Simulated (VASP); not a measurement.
Runs of VASP 6.6.1 on ZrB. The structure is that of space group F-43m (No. 216), or close to it. The cells are those of the table. 

```csv
task,cell,k mesh,cutoff (eV),gap on the mesh (eV),pressure (GPa),relaxed volume (Å³/atom)
single point,"a = 3.739 Å, angles 60.0°, 2 atoms",18 × 18 × 18,520,none,(b),-
relaxation of cell and atoms,"relaxed from a = 3.835 Å, angles 60.0°, 2 atoms",6 × 6 × 6,600,none,0.0,18.55
relaxation of cell and atoms,"relaxed from a = 3.747 Å, angles 60.0°, 2 atoms",18 × 18 × 18,600,none,0.0,18.49
single point,"a = 3.835 Å, angles 60.0°, 2 atoms",6 × 6 × 6,520,none,(a),-
single point,"a = 3.747 Å, angles 60.0°, 2 atoms",6 × 6 × 6,520,none,-0.3,-
```

Alike in all rows: level PBE; potentials or basis VASP PAW PBE potentials, release 64 (Zr_sv, B); no spin polarisation; smearing gaussian 0.1 eV.

Question: Estimate the missing entries.

Answer: (a) -6.2; (b) 0.1.

Caveats: the cell stands under tension (at least some runs).

A k mesh can miss the band edges, and the runs leave out spin-orbit coupling on Zr.

A gap of «none» marks levels without a gap at the run's occupations.
